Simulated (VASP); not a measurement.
# Mg (a cell with a defect) in VASP: a series of runs

Mg (a cell with a defect) is run at these levels: PBE; tasks: single point.

Program: VASP 6.6.1. These are calculated values, not measurements. Logs are shortened: lines on timing, memory, paths and dates and some standing lists are left out, and cuts for length are marked.

## (1) The cell of the first run

The cell holds a defect, 15 atoms: a = 6.514 Å, b = 6.514 Å, c = 10.576 Å, α = 90.00°, β = 90.00°, γ = 60.00°.

## (2) Single point, PBE

The input, INCAR:

```
SYSTEM = Mg
ALGO = Normal
EDIFF = 1E-7
ENCUT = 520
GGA = PE
ISIF = 2
ISMEAR = 0
LASPH = .TRUE.
LCHARG = .TRUE.
LELF = .TRUE.
LREAL = Auto
LVHAR = .TRUE.
LWAVE = .FALSE.
NBANDS = 28
NELM = 100
PREC = Accurate
SIGMA = 0.1
```

The input, KPOINTS:

```
k-points
0
G
  3 3 2
  0 0 0
```

The input, POSCAR:

```
Mg
1.0
    6.5143765200      0.0000057700      0.0000000000
    3.2571832600      5.6416184400      0.0000000000
    0.0000000000      0.0000000000     10.5762520000
Mg
15
Direct
    0.3310909949      0.3332497775      0.1252872946
    0.1656137379      0.1671667544      0.3723540248
    0.3316941994      0.3334743578      0.6252014419
    0.1654197396      0.1673782188      0.8781727213
    0.3313349712      0.8357903212      0.1252819997
    0.1605726258      0.6696913507      0.3737117837
    0.3317278044      0.8346764561      0.6251983217
    0.1604624573      0.6699255035      0.8767692941
    0.8341143820      0.3327896431      0.1252915494
    0.6678617604      0.1625198790      0.3737861012
    0.8331017873      0.3333325734      0.6252386951
    0.6675996844      0.1627244305      0.8767643774
    0.6679382237      0.6696739927      0.3737705947
    0.8322000273      0.8338983305      0.6252253634
    0.6678186521      0.6697746731      0.8767575697
```

Potentials or basis: VASP PAW PBE potentials, release 64 (Mg).

On the command line:

```console
cat potpaw_PBE.64/Mg/POTCAR > POTCAR
mpirun -np 1 vasp_std > vasp.out
```

OUTCAR:

```text
SYSTEM = Mg
   EDIFF = 1E-7
   ENCUT = 520
   GGA = PE
   ISIF = 2
   ISMEAR = 0
   LASPH = .TRUE.
   LREAL = Auto
   NELM = 100
   PREC = Accurate

 ion  position               nearest neighbor table
   1  0.331  0.333  0.125-   2 3.21   4 3.21   9 3.24   5 3.24   6 3.24  12 3.24   8 3.24  10 3.24
                             5 3.27   9 3.28
   2  0.166  0.167  0.372-   5 3.21   9 3.21   1 3.21  13 3.26  10 3.26   6 3.26   6 3.26  10 3.26
                            13 3.26   3 3.27   7 3.27  11 3.27
   3  0.332  0.333  0.625-  11 3.25   7 3.25  14 3.26  14 3.26   7 3.27  11 3.27  10 3.27   2 3.27
                            12 3.27   6 3.27   4 3.27   8 3.27
   4  0.165  0.167  0.878-   9 3.21   1 3.21   5 3.21  12 3.26   8 3.26  15 3.26  15 3.26   8 3.26
                            12 3.26  11 3.27   3 3.27   7 3.27
   5  0.331  0.836  0.125-   2 3.21   4 3.21   9 3.24   1 3.24  15 3.24  13 3.24   6 3.24   8 3.24
                             1 3.27   9 3.28
   6  0.161  0.670  0.374-  13 3.21  10 3.21   1 3.24  14 3.24   5 3.24   2 3.26   2 3.26   7 3.27
                             3 3.27  10 3.30  13 3.31
   7  0.332  0.835  0.625-  11 3.25   3 3.25  14 3.26  14 3.26   3 3.27  11 3.27  13 3.27   2 3.27
                             6 3.27   8 3.27  15 3.27   4 3.27
   8  0.160  0.670  0.877-  15 3.21  12 3.21  14 3.24   1 3.24   5 3.24   4 3.26   4 3.26   7 3.27
                             3 3.27  12 3.30  15 3.30
   9  0.834  0.333  0.125-   4 3.21   2 3.21   5 3.24   1 3.24  10 3.24  12 3.24  13 3.24  15 3.24
                             1 3.28   5 3.28
  10  0.668  0.163  0.374-   6 3.21  13 3.21  14 3.24   9 3.24   1 3.24   2 3.26   2 3.26  11 3.27
                             3 3.27  13 3.30   6 3.30
  11  0.833  0.333  0.625-   7 3.25   3 3.25  14 3.26  14 3.26   3 3.27   7 3.27  10 3.27   4 3.27
                             2 3.27  12 3.27  13 3.27  15 3.27
  12  0.668  0.163  0.877-   8 3.21  15 3.21   1 3.24   9 3.24  14 3.24   4 3.26   4 3.26   3 3.27
                            11 3.27  15 3.30   8 3.30
  13  0.668  0.670  0.374-   6 3.21  10 3.21  14 3.24   5 3.24   9 3.24   2 3.26   2 3.26   7 3.27
                            11 3.27  10 3.30   6 3.31
  14  0.832  0.834  0.625-  13 3.24   8 3.24   6 3.24  10 3.24  15 3.24  12 3.24  11 3.26   7 3.26
                             3 3.26   3 3.26   7 3.26  11 3.26
  15  0.668  0.670  0.877-   8 3.21  12 3.21  14 3.24   5 3.24   9 3.24   4 3.26   4 3.26   7 3.27
                            11 3.27  12 3.30   8 3.30

  LATTYP: Found a hexagonal cell.
 ALAT       =     6.5143765175
 C/A-ratio  =     1.6235248257

  Lattice vectors:

 A1 = (  -3.2571832600,  -5.6416184400,   0.0000000000)
 A2 = (   6.5143765200,   0.0000057700,   0.0000000000)
 A3 = (   0.0000000000,   0.0000000000,  10.5762520000)

Analysis of symmetry for initial positions (statically):
=====================================================================
 Subroutine PRICEL returns:
 Original cell was already a primitive cell.

 Routine SETGRP: Setting up the symmetry group for a
 hexagonal supercell.

 Subroutine GETGRP returns: Found  1 space group operations
 (whereof  1 operations were pure point group operations)
 out of a pool of 24 trial point group operations.

The static configuration has the point symmetry C_1 .

Analysis of symmetry for dynamics (positions and initial velocities):
=====================================================================
 Subroutine PRICEL returns:
 Original cell was already a primitive cell.

 Routine SETGRP: Setting up the symmetry group for a
 hexagonal supercell.

 Subroutine GETGRP returns: Found  1 space group operations
 (whereof  1 operations were pure point group operations)
 out of a pool of 24 trial point group operations.

The dynamic configuration has the point symmetry C_1 .

 Subroutine INISYM returns: Found  1 space group operations
 (whereof  1 operations are pure point group operations),
 and found     1 'primitive' translations

----------------------------------------------------------------------------------------

                                     Primitive cell

  volume of cell :     388.6943

  direct lattice vectors                    reciprocal lattice vectors
     6.514376520  0.000005770  0.000000000     0.153506711 -0.088626959  0.000000000
     3.257183260  5.641618440  0.000000000    -0.000000157  0.177254191  0.000000000
     0.000000000  0.000000000 10.576252000     0.000000000  0.000000000  0.094551454

  length of vectors
     6.514376520  6.514376518 10.576252000     0.177254191  0.177254191  0.094551454

  position of ions in fractional coordinates (direct lattice)
     0.331090995  0.333249778  0.125287295
     0.165613738  0.167166754  0.372354025
     0.331694199  0.333474358  0.625201442
     0.165419740  0.167378219  0.878172721
     0.331334971  0.835790321  0.125282000
     0.160572626  0.669691351  0.373711784
     0.331727804  0.834676456  0.625198322
     0.160462457  0.669925503  0.876769294
     0.834114382  0.332789643  0.125291549
     0.667861760  0.162519879  0.373786101
     0.833101787  0.333332573  0.625238695
     0.667599684  0.162724430  0.876764377
     0.667938224  0.669673993  0.373770595
     0.832200027  0.833898330  0.625225363
     0.667818652  0.669774673  0.876757570

  ion indices of the primitive-cell ions
   primitive index   ion index
                 1           1
                 2           2
                 3           3
                 4           4
                 5           5
                 6           6
                 7           7
                 8           8
                 9           9
                10          10
                11          11
                12          12
                13          13
                14          14
                15          15

----------------------------------------------------------------------------------------

 KPOINTS: k-points

Automatic generation of k-mesh.
 Grid dimensions read from file:
 generate k-points for:    3    3    2

 Generating k-lattice:

  Cartesian coordinates                     Fractional coordinates (reciprocal lattice)
     0.051168904 -0.029542320  0.000000000     0.333333333  0.000000000  0.000000000
    -0.000000052  0.059084730  0.000000000     0.000000000  0.333333333  0.000000000
     0.000000000  0.000000000  0.047275727     0.000000000  0.000000000  0.500000000

  Length of vectors
     0.059084730  0.059084730  0.047275727

  Shift w.r.t. Gamma in fractional coordinates (k-lattice)
     0.000000000  0.000000000  0.000000000

 Subroutine IBZKPT returns following result:
 ===========================================

 Found     10 irreducible k-points:

 Following reciprocal coordinates:
            Coordinates               Weight
  0.000000  0.000000  0.000000      1.000000
  0.333333 -0.000000  0.000000      2.000000
  0.333333  0.333333  0.000000      2.000000
  0.000000  0.333333  0.000000      2.000000
 -0.333333  0.333333  0.000000      2.000000
  0.000000  0.000000  0.500000      1.000000
  0.333333 -0.000000  0.500000      2.000000
  0.333333  0.333333  0.500000      2.000000
  0.000000  0.333333  0.500000      2.000000
 -0.333333  0.333333  0.500000      2.000000
   k-points           NKPTS =     10   k-points in BZ     NKDIM =     10   number of bands    NBANDS=     28
   number of dos      NEDOS =    301   number of ions     NIONS =     15
   total plane-waves  NPLWV = 184320
   dimension x,y,z NGX =    48 NGY =   48 NGZ =   80
   dimension x,y,z NGXF=    96 NGYF=   96 NGZF=  160
   ions per type =              15
   NGX,Y,Z   is equivalent  to a cutoff of  12.25, 12.25, 12.58 a.u.
   NGXF,Y,Z  is equivalent  to a cutoff of  24.50, 24.50, 25.15 a.u.
 SYSTEM =  Mg
   PREC   = accura    normal or accurate (medium, high low for compatibility)
   ISTART =      0    job   : 0-new  1-cont  2-samecut
   ICHARG =      2    charge: 1-file 2-atom 10-const
   ISPIN  =      1    spin polarized calculation?
   LNONCOLLINEAR =      F non collinear calculations
   LSORBIT =      F    spin-orbit coupling
   LASPH  =      T    aspherical Exc in radial PAW
   ENCUT  =  520.0 eV  38.22 Ry    6.18 a.u.  12.11 12.11 19.66*2*pi/ulx,y,z
   NELM   =    100;   NELMIN=  2; NELMDL= -5     # of ELM steps
   EDIFF  = 0.1E-06   stopping-criterion for ELM
   LREAL  =      T    real-space projection
   EDIFFG = 0.1E-05   stopping-criterion for IOM
   NSW    =      0    number of steps for IOM
   IBRION =     -1    ionic relax: 0-MD 1-quasi-New 2-CG
   NFREE  =      0    steps in history (QN), initial steepest desc. (CG)
   ISIF   =      2    stress and relaxation
   ISYM   =      2    0-nonsym 1-usesym 2-fastsym
   POTIM  = 0.5000    time-step for ionic-motion
   TEBEG  =    0.0;   TEEND  =   0.0 temperature during run
   PSTRESS=    0.0 pullay stress
   NELECT =      30.0000    total number of electrons
   NUPDOWN=      -1.0000    fix difference up-down
   EMIN   =  10.00;   EMAX   =-10.00  energy-range for DOS
   EFERMI =   0.00;   METHOD = LEGACY
   ISMEAR =     0;   SIGMA  =   0.10  broadening in eV -4-tet -1-fermi 0-gaus
   EFERMI_NEDOS =   21; number of points for ismear=-14 and -15
   IALGO  =     38    algorithm
   IMIX   =      4    mixing-type and parameters
     AMIX     =   0.40;   BMIX     =  1.00
     AMIX_MAG =   1.60;   BMIX_MAG =  1.00
  volume/ion in A,a.u.               =      25.91       174.87
  Fermi-wavevector in a.u.,A,eV,Ry     =   0.697021  1.317179  6.610231  0.485838
  Thomas-Fermi vector in A             =   1.780233
   LORBIT       =      0    0 simple, 1 ext, 2 COOP (PROOUT), +10 PAW based schemes
   GGA     = PE    functional components
   LHFCALC =     F    Hartree Fock is set to
   AEXX    =    0.0000 exact exchange contribution
   IVDW    =     0    specifies the selected vdW correction
   LEPSILON=     F    determine dielectric tensor
   LRPA    =     F    only Hartree local field effects (RPA)
 non-spin polarized calculation
 Gauss-broadening in eV      SIGMA  =   0.10
  energy-cutoff  :      520.00
  volume of cell :      388.69
 maximum number of plane-waves:     10483
   NGX = 25   NGY = 25   NGZ = 39

 number of electron      30.0000000 magnetization

 Free energy of the ion-electron system (eV)
  ---------------------------------------------------
  ext. energy  EPLUGINS =         0.00000000
  ---------------------------------------------------
  free energy    TOTEN  =       -21.07424795 eV

  energy without entropy =      -21.02793448  energy(sigma->0) =      -21.05109122

 E-fermi :   2.0336     XC(G=0):  -8.0819

 val. band max:        1.9754273327   @ k =  -0.3333   0.3333   0.0000
 cond. band min:       2.1156986304   @ k =  -0.3333   0.3333   0.0000
 fundamental gap:      0.1402712977
 Fermi energy:         2.0336312535

 k-point     1 :       0.0000    0.0000    0.0000
  band No.  band energies     occupation
      1      -4.5013      2.00000
      2      -3.2612      2.00000
      3      -2.9808      2.00000
      4      -0.0182      2.00000
      5      -0.0082      2.00000
      6      -0.0079      2.00000
[... 19 lines left out ...]
     26       4.8541      0.00000
     27       5.2772      0.00000
[... 241 lines left out ...]
 k-point    10 :      -0.3333    0.3333    0.5000
  band No.  band energies     occupation
      1      -2.7584      2.00000
      2      -2.7274      2.00000
      3      -2.7114      2.00000
      4      -2.6695      2.00000
      5      -2.6029      2.00000
      6      -1.9980      2.00000
[... 19 lines left out ...]
     26       4.9394      0.00000
     27       4.9698      0.00000
 [bands above 27 left out]

------------------------ aborting loop because EDIFF is reached ----------------------------------------

  FORCE on cell =-STRESS in cart. coord.  units (eV):
  Direction    XX          YY          ZZ          XY          YZ          ZX
  --------------------------------------------------------------------------------------
  -------------------------------------------------------------------------------------
  Total       -6.5993626     -6.6096960     -2.5310166     -0.0019487     -0.0008423      0.0000915
  in kB      -27.2022258    -27.2448192    -10.4327172     -0.0080323     -0.0034718      0.0003774
  external PRESSURE =     -21.6265874 kB  Pullay stress =       0.0000000 kB

 VOLUME and BASIS-vectors are now :
 -----------------------------------------------------------------------------
  energy-cutoff  :      520.00
  volume of cell :      388.69
      direct lattice vectors                 reciprocal lattice vectors
     6.514376520  0.000005770  0.000000000     0.153506711 -0.088626959  0.000000000
     3.257183260  5.641618440  0.000000000    -0.000000157  0.177254191  0.000000000
     0.000000000  0.000000000 10.576252000     0.000000000  0.000000000  0.094551454

 POSITION                                       TOTAL-FORCE (eV/Angst)
 -----------------------------------------------------------------------------------
      3.24231      1.88007      1.32507        -0.000300     -0.001201     -0.000391
      1.62336      0.94309      3.93811         0.000300      0.000271     -0.001722
      3.24697      1.88134      6.61229        -0.002796     -0.001365      0.001155
      1.62279      0.94429      9.28778         0.000129     -0.000589      0.001505
      4.88076      4.71521      1.32501         0.000214     -0.000196     -0.000315
      3.22734      3.77814      3.95247         0.000495      0.000806      0.001217
      4.87969      4.70893      6.61226         0.000842      0.003799      0.001050
      3.22738      3.77946      9.27293        -0.000676     -0.000333     -0.001008
      6.51769      1.87748      1.32511         0.000150      0.001008     -0.000369
      4.88006      0.91688      3.95326         0.000145     -0.000453      0.000391
      6.51286      1.88054      6.61268         0.002131      0.000275      0.000627
      4.87902      0.91803      9.27288         0.001441     -0.001364     -0.001828
      6.53245      3.77805      3.95309        -0.000368     -0.000968      0.000676
      8.13742      4.70454      6.61254        -0.001718      0.000539      0.000358
      6.53200      3.77862      9.27281         0.000011     -0.000227     -0.001343
 -----------------------------------------------------------------------------------
    total drift:                                0.002700     -0.002342     -0.001346

  FREE ENERGIE OF THE ION-ELECTRON SYSTEM (eV)
  ---------------------------------------------------
  free  energy   TOTEN  =       -21.0742479541 eV

  energy  without entropy=      -21.0279344769  energy(sigma->0) =      -21.05109122
```

It took 4.5 min on 1 thread of Intel Xeon 8259CL, shared host; peak memory 0.43 GiB.

What came out:

```
Free energy            : -21.0742 eV
Pressure               : -2.2 GPa
Largest force          : 0.004 eV/Å
Band gap on the k mesh : zero (bands 15 and 16 overlap by 0.98 eV)
```

Forces in eV/Å, atoms in the order of the input:
```
Mg   0.000 -0.001  0.000
Mg   0.000  0.000 -0.002
Mg  -0.003 -0.001  0.001
Mg   0.000 -0.001  0.002
Mg   0.000  0.000  0.000
Mg   0.000  0.001  0.001
Mg   0.001  0.004  0.001
Mg  -0.001  0.000 -0.001
Mg   0.000  0.001  0.000
Mg   0.000  0.000  0.000
Mg   0.002  0.000  0.001
Mg   0.001 -0.001 -0.002
Mg   0.000 -0.001  0.001
Mg  -0.002  0.001  0.000
Mg   0.000  0.000 -0.001
```

Stress tensor (GPa, compression positive):
```
-2.72  0.00  0.00
 0.00 -2.72  0.00
 0.00  0.00 -1.04
```

Caveat: the k points lie up to 0.37 Å⁻¹ apart, too coarse for converged energies and pressures of a metal.

## (3) Single point, PBE

The input, INCAR:

```
SYSTEM = Mg
PREC = Accurate ; ENCUT = 520
EDIFF = 1E-6 ; ISMEAR = 0
SIGMA = 0.1 ; LREAL = Auto
LASPH = .TRUE. ; NELM = 100
ALGO = Normal ; ISIF = 2
LWAVE = .FALSE. ; LCHARG = .FALSE.
GGA = PE ; NBANDS = 28
```

The input, KPOINTS:

```
regular mesh
0
G
  3 3 2
  0 0 0
```

The input, POSCAR:

```
Mg
1.0
    6.5143765200      0.0000057700      0.0000000000
    3.2571832600      5.6416184400      0.0000000000
    0.0000000000      0.0000000000     10.5762520000
Mg
15
Direct
    0.3295543550      0.3394972770      0.1270740334
    0.1638946133      0.1685830165      0.3754723318
    0.3297735825      0.3390913649      0.6239053305
    0.1643607651      0.1683614484      0.8754428317
    0.3296529069      0.8321170862      0.1270302561
   -0.1633144101      0.8323079613      0.1270318635
    0.3298273277      0.8317762264      0.6237879922
    0.1653010377      0.6679528377      0.8754109679
    0.8321242054      0.3345272671      0.1283774252
    0.6664270540      0.1688177187      0.3755010754
    0.8321932433      0.3343640160      0.6224847895
    0.6656209006      0.1684844818      0.8754325256
    0.6667306758      0.6659911855      0.3754694007
    0.8370742364      0.8319483531      0.6238958754
    0.6657430080      0.6670786404      0.8753959342
```

Potentials or basis: VASP PAW PBE potentials, release 64 (Mg).

On the command line:

```console
cat potpaw_PBE.64/Mg/POTCAR > POTCAR
mpirun -np 1 vasp_std > vasp.out
```

It took 4.1 min on 1 thread of Intel Xeon 8259CL, shared host; peak memory 0.43 GiB.

It converged, with:

| Item | Value |
| --- | --- |
| Free energy | -21.0742 eV |
| Pressure | -2.2 GPa |
| Largest force | 0.004 eV/Å |
| Band gap on the k mesh | zero (bands 15 and 16 overlap by 0.98 eV) |

Forces on the atoms (eV/Å):
```
Mg   0.000  0.001 -0.003
Mg  -0.002  0.001  0.000
Mg   0.000  0.001  0.003
Mg  -0.001  0.001  0.000
Mg   0.000  0.000 -0.003
Mg   0.001 -0.001 -0.004
Mg   0.000  0.002  0.003
Mg   0.000  0.000  0.001
Mg   0.000  0.000  0.002
Mg   0.001  0.001 -0.001
Mg   0.001 -0.001  0.000
Mg   0.003  0.000  0.000
Mg  -0.001 -0.002 -0.001
Mg  -0.001  0.001  0.003
Mg   0.000 -0.003  0.001
```

Stress tensor (GPa, compression positive):
```
-2.72  0.00  0.00
 0.00 -2.73  0.00
 0.00  0.00 -1.04
```

Levels at points of the mesh, in eV from the Fermi level:
```csv
k point,band 13,band 14,band 15,band 16,band 17,band 18
"(0.00, 0.00, 0.00)",-1.07,-0.97,-0.72,-0.47,-0.46,-0.42
"(0.00, 0.00, 0.50)",-1.64,-1.08,-1.08,-0.89,0.85,0.85
```

Caveat: the k points lie up to 0.37 Å⁻¹ apart, too coarse for converged energies and pressures of a metal.
